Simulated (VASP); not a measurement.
Ge: single point with PBE

Ge:

```
Ge
1.0
     1.46701   -2.73054    0.00000
     1.46701    2.73054    0.00000
     0.00000    0.00000    2.56332
Ge
1
Direct
  0.50000 0.50000 0.00000
```

This cell differs from its parent crystal: strain +0.050 along x and y, -0.050 along z.

```yaml
Program: VASP 6.6.1
Task: single point
Functional: PBE
Potentials_or_basis: VASP PAW PBE potentials, release 64 (Ge_d)
Cutoff: 520 eV
k_mesh: 20 × 20 × 18
Occupations: gaussian, width 0.15 eV
Spin: no spin polarisation
Dipole_correction: no
Further_INCAR_settings: ALGO = Normal; EDIFF = 1e-06; NBANDS = 13
```

- Pressure: -2.3 GPa
- Band gap on the k mesh: zero (bands 7 and 8 overlap by 8.63 eV)

Stress tensor (GPa, compression positive):
```
-6.66  0.00  0.00
 0.00 -7.46  0.00
 0.00  0.00  7.19
```

Levels at points of the mesh, in eV from the Fermi level:
```csv
k point,band 5,band 6,band 7,band 8,band 9,band 10
"(0.00, 0.00, 0.00)",-24.57,-12.58,5.40,6.66,9.00,10.04
"(0.50, 0.00, 0.00)",-24.59,-8.51,-5.12,2.36,6.45,12.09
"(0.50, 0.50, 0.00)",-24.57,-9.22,-5.28,3.90,7.92,11.54
"(0.00, 0.00, 0.50)",-24.54,-7.88,-5.45,8.96,10.21,14.37
"(0.50, 0.00, 0.50)",-24.48,-3.38,-2.24,-1.28,3.82,5.99
"(0.50, 0.50, 0.50)",-24.49,-4.20,-2.76,-1.39,3.51,7.52
```

Wall time 2.3 min on 1 thread of Intel Xeon 8259CL (shared host), peak memory 0.37 GiB.

Caveat: the cell differs from its parent crystal (strain +0.050 along x and y, -0.050 along z).
